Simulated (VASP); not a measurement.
Here is a VASP 6.6.1 calculation.

Contents of INCAR:

```
  PREC = Accurate
  ENCUT = 520
  EDIFF = 1E-6
  ISMEAR = 0
  SIGMA = 0.1
  LREAL = Auto
  LASPH = T
  NELM = 80
  ALGO = Fast
  ISIF = 2
  LWAVE = F
  LCHARG = F
  LDIPOL = T
  IDIPOL = 3
  DIPOL = 0.5 0.5 0.499
  GGA = PE
  NBANDS = 126
```

File KPOINTS:

```
regular mesh
0
Gamma
  6 6 1
```

POSCAR

```
Ru
1.0
    5.4400501815      0.0000000000      0.0000000000
   -2.7200250907      4.7112216550      0.0000000000
    0.0000000000      0.0000000000     23.4451542447
Ru
16
Direct
    0.3333333333      0.1666666667      0.3625482653
    0.3333333333      0.6666666667      0.3625482653
    0.8333333333      0.1666666667      0.3625482653
    0.8333333333      0.6666666667      0.3625482653
    0.1666666667      0.3333333333      0.4541827551
    0.1666666667      0.8333333333      0.4541827551
    0.6666666667      0.3333333333      0.4541827551
    0.6666666667      0.8333333333      0.4541827551
    0.3333333333      0.1666666667      0.5454930249
    0.3333333333      0.6666666667      0.5454930249
    0.8333333333      0.1666666667      0.5454930249
    0.8333333333      0.6666666667      0.5454930249
    0.1666666667      0.3333333333      0.6340821053
    0.1666666667      0.8333333333      0.6340821053
    0.6666666667      0.3333333333      0.6340821053
    0.6666666667      0.8333333333      0.6340821053
```

Potentials or basis: VASP PAW PBE potentials, release 64 (Ru_pv).

Command:

```sh
$ cat potpaw_PBE.64/Ru_pv/POTCAR > POTCAR
$ mpirun -np 1 vasp_std > vasp.out
```

Question: What does it give for the largest force?

Answer: 0.623 eV/Å.

Question: Estimate the band gap on the k mesh.

Answer: Zero (band 112 reaches 2.44 eV, above the bottom of band 113 at 1.24 eV).

Forces in eV/Å, atoms in the order of the input:
```
Ru   0.000  0.000  0.618
Ru   0.000  0.000  0.618
Ru   0.000  0.000  0.618
Ru   0.000  0.000  0.618
Ru   0.000  0.000 -0.623
Ru   0.000  0.000 -0.623
Ru   0.000  0.000 -0.623
Ru   0.000  0.000 -0.623
Ru   0.000  0.000 -0.003
Ru   0.000  0.000 -0.003
Ru   0.000  0.000 -0.003
Ru   0.000  0.000 -0.003
Ru   0.000  0.000  0.008
Ru   0.000  0.000  0.008
Ru   0.000  0.000  0.008
Ru   0.000  0.000  0.008
```
